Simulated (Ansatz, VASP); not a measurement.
**CuO in VASP and in Ansatz**

Contents of INCAR:

```
PREC     = Accurate       # precision mode
ENCUT    = 700            # plane-wave cutoff, eV
EDIFF    = 1E-6           # SCF threshold, eV
ISMEAR   = 0              # smearing method
SIGMA    = 0.05           # smearing width, eV
LREAL    = F              # projectors in reciprocal space
LASPH    = T              # aspherical terms in the spheres
NELM     = 200            # most SCF steps
ALGO     = Normal         # electronic algorithm
ISIF     = 2              # what is computed and relaxed
LWAVE    = F              # write WAVECAR
LCHARG   = F              # write CHGCAR
LMAXMIX  = 4              # l up to which the mixer works
LDAU     = T              # DFT+U
LDAUTYPE = 2            
LDAUL    = 2 -1           # shell
LDAUU    = 3 0            # U, eV
LDAUJ    = 0 0          
LDAUPRINT= 1            
GGA      = PS             # functional
NBANDS   = 33             # bands
GGA_COMPAT= F
```

KPOINTS

```
Automatic mesh
0
Gamma
  7 7 4
```

File POSCAR:

```
CuO
1.0
    2.3418496200     -1.7112997200      0.0000000000
    2.3418496200      1.7112997200      0.0000000000
   -0.8500298600      0.0000000000      5.0578691900
Cu O
2 2
Direct
    0.0000000000      0.5000000000      0.0000000000
    0.5000000000      0.0000000000      0.5000000000
    0.5816000000      0.4184000000      0.2500000000
    0.4184000000      0.5816000000      0.7500000000
```

Input for Ansatz:

```yaml
crystal:
  lattice:
    - [2.34184962, -1.71129972, 0.0]
    - [2.34184962, 1.71129972, 0.0]
    - [-0.85002986, 0.0, 5.05786919]
  atoms:
    - { symbol: Cu, position: [0.0, 0.5, 0.0] }
    - { symbol: Cu, position: [0.5, 0.0, 0.5] }
    - { symbol: O, position: [0.5816, 0.4184, 0.25] }
    - { symbol: O, position: [0.4184, 0.5816, 0.75] }
basis:
  ecutwfc: 420
  ecutrho_ratio: 4
kpoints:
  mp_grid: { grid: [7, 7, 4] }
hamiltonian:
  xc: pbesol
  hubbard:
    sites: [{ site: 0, l: d, u_eff: 3.0 }, { site: 1, l: d, u_eff: 3.0 }]
scf:
  occupations: { method: gaussian, width: 0.05 }
  lower_state_search: "off"
  max_iter: 150
output:
  forces: true
  stress: true
  eigenvalues: true
  populations: true
  hubbard: { sites: [{ site: 0, l: d }, { site: 1, l: d }] }
```

Alike in both runs: task single point; functional PBEsol; k mesh 7 × 7 × 4; occupations gaussian, width 0.05 eV; no spin polarisation; Hubbard terms Cu d U = 3.0 eV.

|  | VASP | Ansatz |
| --- | --- | --- |
| version | VASP 6.6.1 | Ansatz 0.2.0 |
| potentials or method | VASP PAW PBE potentials, release 64 (Cu_sv_GW, O), cutoff 700 eV | scalar-relativistic, plane waves, PAW |
| valence electrons in the cell | 50 | 50 |

VASP gave:

- gap on the k mesh at the Fermi level (eV): none
- pressure (GPa): -5.2
- traceless stress, the component that is largest in VASP (GPa): 2.07
- rms of the force components (eV/Å): 0.137

Q: Estimate Ansatz's values.

A: gap on the k mesh at the Fermi level (eV): none; pressure (GPa): -1.3; traceless stress, the component that is largest in VASP (GPa): 1.83; rms of the force components (eV/Å): 0.133.

VASP's potentials were made for PBE, not for PBEsol. The programs project onto different local orbitals, so the same U acts differently, and such runs can settle in different states. Atom by atom the forces differ by 0.004 eV/Å (rms over components). A gap of «none» marks a metal or a gap that the smearing closes. Ansatz's warnings: filled band counts differ across k points.
